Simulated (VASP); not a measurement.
Mn: single point with PBE

Crystal: Mn.

```
Mn
1.0
     3.26968    0.00000    0.00000
    -1.63484    2.83163    0.00000
     0.00000    0.00000    2.02556
Mn
3
Direct
  0.00000 0.00000 0.00000
  0.33333 0.66667 0.50000
  0.66667 0.33333 0.50000
```

| Quantity | Value |
| --- | --- |
| Program | VASP 6.6.1 |
| Task | single point |
| Functional | PBE |
| Potentials or basis | VASP PAW PBE potentials, release 64 (Mn_pv) |
| Cutoff | 520 eV |
| k mesh | 9 × 9 × 12 |
| Occupations | fermi-dirac, width 0.05 eV |
| Spin | collinear spin, ferromagnetic start |
| Starting moments | [3.0, 3.0, 3.0] μB |
| Dipole correction | no |
| Further INCAR settings | ALGO = Normal; EDIFF = 1e-06; NBANDS = 30 |

| Property | Result |
| --- | --- |
| Pressure | 494.6 GPa |
| Net moment | 0.00 μB per cell |

Stress tensor (GPa, compression positive):
```
499.13   0.00   0.00
  0.00 499.13   0.00
  0.00   0.00 485.59
```

Levels at points of the mesh, in eV from the Fermi level:
Spin up:
```
           k point  band 17  band 18  band 19  band 20  band 21  band 22
(0.00, 0.00, 0.00)    -2.74    -1.60    -1.60    -0.54    -0.54    -0.31
(0.00, 0.00, 0.50)    -1.82    -1.27    -1.27     2.65     2.65     3.45
```
Spin down:
| k point | band 15 | band 16 | band 17 | band 18 | band 19 | band 20 | band 21 | band 22 | band 23 | band 24 |
| --- | --- | --- | --- | --- | --- | --- | --- | --- | --- | --- |
| (0.00, 0.00, 0.00) | -3.80 | -3.51 | -2.74 | -1.60 | -1.60 | -0.54 | -0.54 | -0.31 | -0.31 | 3.96 |
| (0.00, 0.00, 0.50) | -3.31 | -1.82 | -1.82 | -1.27 | -1.27 | 2.65 | 2.65 | 3.45 | 3.45 | 4.95 |

It took 52 s on 1 thread of AMD EPYC 9R45 96-Core Processor (Zen 5), with other jobs on the host, peak memory 0.15 GiB.

Caveat: the starting moments collapsed, and a magnetic state may lie lower.
